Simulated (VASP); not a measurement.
YHf2, 3 atoms in the cell. Symmetry: I4/mmm, No. 139, tetragonal system. The conventional cell has a = 4.389 Å, b = 4.389 Å, c = 7.199 Å, α = 90.00°, β = 90.00°, γ = 90.00°. Within 3.9 Å of Y (site symmetry 4/mmm) lie 10 Hf at 2.93 to 3.18 Å. Hf (site symmetry 4mm) has 1 Hf at 1.34 Å within 1.8 Å. 

```yaml
Program: VASP 6.6.1
Task: single point
Functional: PBE
Potentials_or_basis: VASP PAW PBE potentials, release 64 (Y_sv, Hf_pv)
Cutoff: 520 eV
k_mesh: 6 × 6 × 6
Occupations: gaussian, width 0.1 eV
Spin: no spin polarisation
Dipole_correction: no
Further_INCAR_settings: ALGO = Normal; EDIFF = 1e-07; NBANDS = 22
```

Potentials or basis: VASP PAW PBE potentials, release 64 (Y_sv, Hf_pv).

The run is started by

```console
$ cat potpaw_PBE.64/Y_sv/POTCAR potpaw_PBE.64/Hf_pv/POTCAR > POTCAR
$ mpirun -np 1 vasp_std > vasp.out
```

Hardware: 1 thread of Intel(R) Xeon(R) 6975P-C (Granite Rapids), with other jobs on the host.

Estimate the wall time of this run.

Run time: 25 s on 1 thread of Intel(R) Xeon(R) 6975P-C (Granite Rapids), on a shared host, peak memory 0.24 GiB. Counts: scf iterations 17, k points 30.
